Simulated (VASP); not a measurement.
Write the native input for VASP 6.6.1 that does the following.

```
Task                   : single point
Functional             : PBE
Potentials or basis    : VASP PAW PBE potentials, release 64 (Be, Te, O)
Cutoff                 : 520 eV
k mesh                 : 8 × 8 × 6
Occupations            : gaussian, width 0.02 eV
Spin                   : no spin polarisation
Dipole correction      : no
Further INCAR settings : ALGO = Normal; EDIFF = 1e-06; NBANDS = 21
```

The structure of Be3TeO2 lies in POSCAR:

```
Be3TeO2
1.0
    3.8892870038      0.0000000000      0.0000000000
    0.0000000000      3.8892870038      0.0000000000
    0.0000000000      0.0000000000      5.4252035043
Be Te O
3 1 2
Direct
    0.0000000000      0.5000000000      0.0962883304
    0.5000000000      0.0000000000      0.0962883304
    0.5000000000      0.5000000000      0.7419397363
    0.0000000000      0.0000000000      0.8069130029
    0.5000000000      0.5000000000      0.0416460385
    0.5000000000      0.5000000000      0.4765920514
```

The cell was built from a structure type or drawn by symmetry, and may not be a known phase.

One way to write it, as run:

INCAR

```
SYSTEM = Be3TeO2
  PREC = Accurate
  ENCUT = 520
  EDIFF = 1E-6
  ISMEAR = 0
  SIGMA = 0.02
  LREAL = .FALSE.
  LASPH = .TRUE.
  NELM = 100
  ALGO = Normal
  ISIF = 2
  LWAVE = .FALSE.
  LCHARG = .FALSE.
  GGA = PE
  NBANDS = 21
```

KPOINTS

```
regular mesh
0
G
  8 8 6
  0 0 0
```

Potentials or basis: VASP PAW PBE potentials, release 64 (Be, Te, O).

Run with:

```bash
$ cat potpaw_PBE.64/Be/POTCAR potpaw_PBE.64/Te/POTCAR potpaw_PBE.64/O/POTCAR > POTCAR
$ mpirun -np 1 vasp_std > vasp.out
```

It gave:

```
Pressure               : 0.0 GPa
Largest force          : 0.054 eV/Å
Band gap on the k mesh : 0.87 eV (least direct gap 1.00 eV)
```

Caveat: spin-orbit coupling is left out, which moves the levels of the heavy elements.

It took 38 s on 1 thread of Intel(R) Xeon(R) 6975P-C (Granite Rapids) (shared host), peak memory 0.24 GiB.
